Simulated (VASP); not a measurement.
# BaTe (I4mm) in VASP: notebook

The runs below take BaTe through single point, with r2SCAN.

Everything below comes from runs of VASP 6.6.1. Logs are shortened: lines on timing, memory, paths and dates and some standing lists are left out, and cuts for length are marked.

## (1) The cell of the first run

It takes space group I4mm (No. 107, tetragonal). The conventional cell has a = 4.822 Å, b = 4.822 Å, c = 6.820 Å, α = 90.00°, β = 90.00°, γ = 90.00°. Ba (site symmetry 4mm) has 6 Te at 3.34 to 3.48 Å within 4.4 Å. Within 4.4 Å of Te (site symmetry 4mm) lie 6 Ba at 3.34 to 3.48 Å.

## (2) Single point, r2SCAN (all Te atoms moved +0.075 Å, as atom 2 along Cartesian [0 1 0])

POSCAR

```
BaTe
1.0
    0.0000000000      3.4100000000      3.4100000000
    3.4100000000      0.0000000000      3.4100000000
    3.4100000000      3.4100000000      0.0000000000
Ba Te
1 1
Direct
    0.0000000000      0.0000000000      0.0000000000
    0.5109970674      0.4890029326      0.5109970674
```

INCAR.step1

```
ALGO = Normal ; EDIFF = 1E-4
ENCUT = 520 ; GGA = PE
ISMEAR = 0 ; LASPH = True
LCHARG = False ; LREAL = False
LWAVE = True ; NBANDS = 15
NELM = 100 ; PREC = Accurate
SIGMA = 0.05
```

INCAR.step2

```
ALGO = Normal ; EDIFF = 1E-6
ENCUT = 520 ; ISIF = 2
ISMEAR = 0 ; ISTART = 1
LASPH = True ; LCHARG = False
LMIXTAU = True ; LREAL = False
LWAVE = False ; METAGGA = R2SCAN
NBANDS = 15 ; NELM = 100
PREC = Accurate ; SIGMA = 0.05
```

KPOINTS

```
k-points
0
Gamma
  8 8 8
```

Potentials or basis: VASP PAW PBE potentials, release 64 (Ba_sv, Te).

Launch:

```sh
> cat potpaw_PBE.64/Ba_sv/POTCAR potpaw_PBE.64/Te/POTCAR > POTCAR
> cp INCAR.step1 INCAR
> mpirun -np 1 vasp_std > vasp.out
> cp INCAR.step2 INCAR
> mpirun -np 1 vasp_std > vasp.out
```

OUTCAR:

```text
EDIFF = 1E-6
   ENCUT = 520
   ISIF = 2
   ISMEAR = 0
   ISTART = 1
   LASPH = True
   LREAL = False
   METAGGA = R2SCAN
   NELM = 100
   PREC = Accurate

 ion  position               nearest neighbor table
   1  0.000  0.000  0.000-   2 3.34   2 3.41   2 3.41   2 3.41   2 3.41   2 3.48
   2  0.511  0.489  0.511-   1 3.34   1 3.41   1 3.41   1 3.41   1 3.41   1 3.48

  LATTYP: Found a face centered cubic cell.
 ALAT       =     6.8200000000

  Lattice vectors:

 A1 = (   0.0000000000,   3.4100000000,   3.4100000000)
 A2 = (   3.4100000000,   0.0000000000,   3.4100000000)
 A3 = (   3.4100000000,   3.4100000000,   0.0000000000)

Analysis of symmetry for initial positions (statically):
=====================================================================
 Subroutine PRICEL returns:
 Original cell was already a primitive cell.

 Routine SETGRP: Setting up the symmetry group for a
 face centered cubic supercell.

 Subroutine GETGRP returns: Found  8 space group operations
 (whereof  8 operations were pure point group operations)
 out of a pool of 48 trial point group operations.

The static configuration has the point symmetry C_4v.

Analysis of symmetry for dynamics (positions and initial velocities):
=====================================================================
 Subroutine PRICEL returns:
 Original cell was already a primitive cell.

 Routine SETGRP: Setting up the symmetry group for a
 face centered cubic supercell.

 Subroutine GETGRP returns: Found  8 space group operations
 (whereof  8 operations were pure point group operations)
 out of a pool of 48 trial point group operations.

The dynamic configuration has the point symmetry C_4v.

 Subroutine INISYM returns: Found  8 space group operations
 (whereof  8 operations are pure point group operations),
 and found     1 'primitive' translations

----------------------------------------------------------------------------------------

                                     Primitive cell

  volume of cell :      79.3036

  direct lattice vectors                    reciprocal lattice vectors
     0.000000000  3.410000000  3.410000000    -0.146627566  0.146627566  0.146627566
     3.410000000  0.000000000  3.410000000     0.146627566 -0.146627566  0.146627566
     3.410000000  3.410000000  0.000000000     0.146627566  0.146627566 -0.146627566

  length of vectors
     4.822468248  4.822468248  4.822468248     0.253966394  0.253966394  0.253966394

  position of ions in fractional coordinates (direct lattice)
     0.000000000  0.000000000  0.000000000
     0.510997067  0.489002933  0.510997067

  ion indices of the primitive-cell ions
   primitive index   ion index
                 1           1
                 2           2

----------------------------------------------------------------------------------------

 KPOINTS: k-points

Automatic generation of k-mesh.
 Grid dimensions read from file:
 generate k-points for:    8    8    8

 Generating k-lattice:

  Cartesian coordinates                     Fractional coordinates (reciprocal lattice)
    -0.018328446  0.018328446  0.018328446     0.125000000  0.000000000  0.000000000
     0.018328446 -0.018328446  0.018328446     0.000000000  0.125000000  0.000000000
     0.018328446  0.018328446 -0.018328446     0.000000000  0.000000000  0.125000000

  Length of vectors
     0.031745799  0.031745799  0.031745799

  Shift w.r.t. Gamma in fractional coordinates (k-lattice)
     0.000000000  0.000000000  0.000000000

 Subroutine IBZKPT returns following result:
 ===========================================

 Found     59 irreducible k-points:

 Following reciprocal coordinates:
            Coordinates               Weight
  0.000000  0.000000  0.000000      1.000000
  0.125000  0.000000  0.000000      8.000000
  0.250000  0.000000  0.000000      8.000000
  0.375000  0.000000  0.000000      8.000000
  0.500000  0.000000  0.000000      4.000000
  0.125000  0.125000  0.000000      4.000000
[... 16 lines left out ...]
  0.250000  0.000000  0.375000      8.000000
  0.500000  0.250000  0.000000     16.000000
 [... further k-points ...]
   k-points           NKPTS =     59   k-points in BZ     NKDIM =     59   number of bands    NBANDS=     15
   number of dos      NEDOS =    301   number of ions     NIONS =      2
   total plane-waves  NPLWV =  46656
   dimension x,y,z NGX =    36 NGY =   36 NGZ =   36
   dimension x,y,z NGXF=    72 NGYF=   72 NGZF=   72
   ions per type =               1   1
   NGX,Y,Z   is equivalent  to a cutoff of  12.41, 12.41, 12.41 a.u.
   NGXF,Y,Z  is equivalent  to a cutoff of  24.82, 24.82, 24.82 a.u.
 SYSTEM =  unknown system
   PREC   = accura    normal or accurate (medium, high low for compatibility)
   ISTART =      1    job   : 0-new  1-cont  2-samecut
   ICHARG =      0    charge: 1-file 2-atom 10-const
   ISPIN  =      1    spin polarized calculation?
   LNONCOLLINEAR =      F non collinear calculations
   LSORBIT =      F    spin-orbit coupling
   LASPH  =      T    aspherical Exc in radial PAW
   ENCUT  =  520.0 eV  38.22 Ry    6.18 a.u.   8.97  8.97  8.97*2*pi/ulx,y,z
   NELM   =    100;   NELMIN=  2; NELMDL=  0     # of ELM steps
   EDIFF  = 0.1E-05   stopping-criterion for ELM
   LREAL  =      F    real-space projection
   EDIFFG = 0.1E-04   stopping-criterion for IOM
   NSW    =      0    number of steps for IOM
   IBRION =     -1    ionic relax: 0-MD 1-quasi-New 2-CG
   NFREE  =      0    steps in history (QN), initial steepest desc. (CG)
   ISIF   =      2    stress and relaxation
   ISYM   =      2    0-nonsym 1-usesym 2-fastsym
   POTIM  = 0.5000    time-step for ionic-motion
   TEBEG  =    0.0;   TEEND  =   0.0 temperature during run
   PSTRESS=    0.0 pullay stress
   NELECT =      16.0000    total number of electrons
   NUPDOWN=      -1.0000    fix difference up-down
   EMIN   =  10.00;   EMAX   =-10.00  energy-range for DOS
   EFERMI =   0.00;   METHOD = LEGACY
   ISMEAR =     0;   SIGMA  =   0.05  broadening in eV -4-tet -1-fermi 0-gaus
   EFERMI_NEDOS =   21; number of points for ismear=-14 and -15
   IALGO  =     38    algorithm
   IMIX   =      4    mixing-type and parameters
     AMIX     =   0.40;   BMIX     =  1.00
     AMIX_MAG =   1.60;   BMIX_MAG =  1.00
  volume/ion in A,a.u.               =      39.65       267.58
  Fermi-wavevector in a.u.,A,eV,Ry     =   0.960175  1.814468 12.543704  0.921936
  Thomas-Fermi vector in A             =   2.089436
   LORBIT       =      0    0 simple, 1 ext, 2 COOP (PROOUT), +10 PAW based schemes
   METAGGA = R2SCAN    functional components
   LHFCALC =     F    Hartree Fock is set to
   AEXX    =    0.0000 exact exchange contribution
   IVDW    =     0    specifies the selected vdW correction
   LEPSILON=     F    determine dielectric tensor
   LRPA    =     F    only Hartree local field effects (RPA)
 non-spin polarized calculation
 Gauss-broadening in eV      SIGMA  =   0.05
  energy-cutoff  :      520.00
  volume of cell :       79.30
 maximum number of plane-waves:      2150
   NGX = 17   NGY = 17   NGZ = 17

 number of electron      15.9999999 magnetization

 Free energy of the ion-electron system (eV)
  ---------------------------------------------------
  ext. energy  EPLUGINS =         0.00000000
  ---------------------------------------------------
  free energy    TOTEN  =       -55.89685612 eV

  energy without entropy =      -55.89685612  energy(sigma->0) =      -55.89685612

 E-fermi :   2.8987     XC(G=0):  -8.9650

 val. band max:        2.5784141760   @ k =   0.0000   0.0000   0.0000
 cond. band min:       4.2728891452   @ k =   0.5000   0.0000   0.5000
 fundamental gap:      1.6944749692
 Fermi energy:         2.8987176366

 k-point     1 :       0.0000    0.0000    0.0000
  band No.  band energies     occupation
      1     -25.0249      2.00000
      2      -9.7803      2.00000
      3      -9.7751      2.00000
      4      -9.7751      2.00000
      5      -7.4159      2.00000
      6       2.5766      2.00000
      7       2.5766      2.00000
      8       2.5784      2.00000
      9       5.8691      0.00000
     10       5.8801      0.00000
     11       5.8801      0.00000
     12       6.5265      0.00000
     13       6.6352      0.00000
     14       6.6548      0.00000
     15      10.0999      0.00000

 k-point     2 :       0.1250    0.0000    0.0000
  band No.  band energies     occupation
      1     -25.0217      2.00000
      2      -9.8959      2.00000
      3      -9.7790      2.00000
      4      -9.7768      2.00000
      5      -7.2452      2.00000
      6       2.0442      2.00000
      7       2.3094      2.00000
      8       2.3188      2.00000
      9       5.9325      0.00000
     10       6.0924      0.00000
     11       6.0931      0.00000
     12       7.1327      0.00000
     13       7.1542      0.00000
     14       7.2127      0.00000
     15      10.6618      0.00000

 k-point     3 :       0.2500    0.0000    0.0000
  band No.  band energies     occupation
      1     -25.0139      2.00000
      2     -10.1351      2.00000
      3      -9.7830      2.00000
      4      -9.7808      2.00000
      5      -6.8698      2.00000
      6       1.1241      2.00000
      7       1.8127      2.00000
      8       1.8186      2.00000
      9       6.1427      0.00000
     10       6.6793      0.00000
     11       6.6798      0.00000
     12       8.3916      0.00000
     13       8.4104      0.00000
     14       8.4903      0.00000
     15      11.7479      0.00000
[... 343 lines left out ...]
 k-point    23 :       0.2500    0.0000    0.3750
  band No.  band energies     occupation
      1     -25.0041      2.00000
      2     -10.1378      2.00000
      3      -9.8545      2.00000
      4      -9.8474      2.00000
      5      -6.8914      2.00000
      6       0.8656      2.00000
      7       1.9240      2.00000
      8       2.0468      2.00000
      9       4.9693      0.00000
     10       7.6299      0.00000
     11       7.9167      0.00000
     12       8.4570      0.00000
     13       8.4802      0.00000
     14      10.5066      0.00000
     15      11.6686      0.00000

 k-point    24 :       0.5000    0.2500    0.0000
  band No.  band energies     occupation
      1     -24.9994      2.00000
      2     -10.2082      2.00000
      3      -9.8965      2.00000
      4      -9.8415      2.00000
      5      -6.7653      2.00000
      6       0.8686      2.00000
      7       1.4871      2.00000
      8       1.7135      2.00000
      9       5.5951      0.00000
     10       8.2999      0.00000
     11       8.5240      0.00000
     12       8.8368      0.00000
     13       8.9308      0.00000
     14       9.9917      0.00000
     15      10.9525      0.00000

 [... further k-points ...]

------------------------ aborting loop because EDIFF is reached ----------------------------------------

  FORCE on cell =-STRESS in cart. coord.  units (eV):
  Direction    XX          YY          ZZ          XY          YZ          ZX
  --------------------------------------------------------------------------------------
  -------------------------------------------------------------------------------------
  Total        2.2140245      2.3479083      2.2140245      0.0000000      0.0000000      0.0000000
  in kB       44.7301009     47.4349649     44.7301009      0.0000000      0.0000000      0.0000000
  external PRESSURE =      45.6317222 kB  Pullay stress =       0.0000000 kB

 VOLUME and BASIS-vectors are now :
 -----------------------------------------------------------------------------
  energy-cutoff  :      520.00
  volume of cell :       79.30
      direct lattice vectors                 reciprocal lattice vectors
     0.000000000  3.410000000  3.410000000    -0.146627566  0.146627566  0.146627566
     3.410000000  0.000000000  3.410000000     0.146627566 -0.146627566  0.146627566
     3.410000000  3.410000000  0.000000000     0.146627566  0.146627566 -0.146627566

 POSITION                                       TOTAL-FORCE (eV/Angst)
 -----------------------------------------------------------------------------------
      0.00000      0.00000      0.00000         0.000000      0.254953      0.000000
      3.41000      3.48500      3.41000         0.000000     -0.254953      0.000000
 -----------------------------------------------------------------------------------
    total drift:                                0.000000      0.000266      0.000000

  FREE ENERGIE OF THE ION-ELECTRON SYSTEM (eV)
  ---------------------------------------------------
  free  energy   TOTEN  =       -55.8968561161 eV

  energy  without entropy=      -55.8968561161  energy(sigma->0) =      -55.89685612
```

Wall time 10 min (1 thread of AMD EPYC, shared host); peak memory 0.23 GiB.

Results:

```yaml
Free_energy: -55.8969 eV
Pressure: 4.6 GPa
Largest_force: 0.255 eV/Å
Band_gap_on_the_k_mesh: 1.69 eV, indirect (least direct gap 2.07 eV)
```

Forces on the atoms (eV/Å):
```
Ba   0.000  0.255  0.000
Te   0.000 -0.255  0.000
```

Stress tensor (GPa, compression positive):
```
4.47 0.00 0.00
0.00 4.74 0.00
0.00 0.00 4.47
```

Caveat: the cell differs from its parent crystal (all Te atoms moved +0.075 Å, as atom 2 along Cartesian [0 1 0]); the PAW data sets were made with another functional, which shifts forces and pressure a little; spin-orbit coupling is left out, which moves the levels of the heavy elements. A k mesh can miss the band edges.

(Continued in part 2 of 2.)
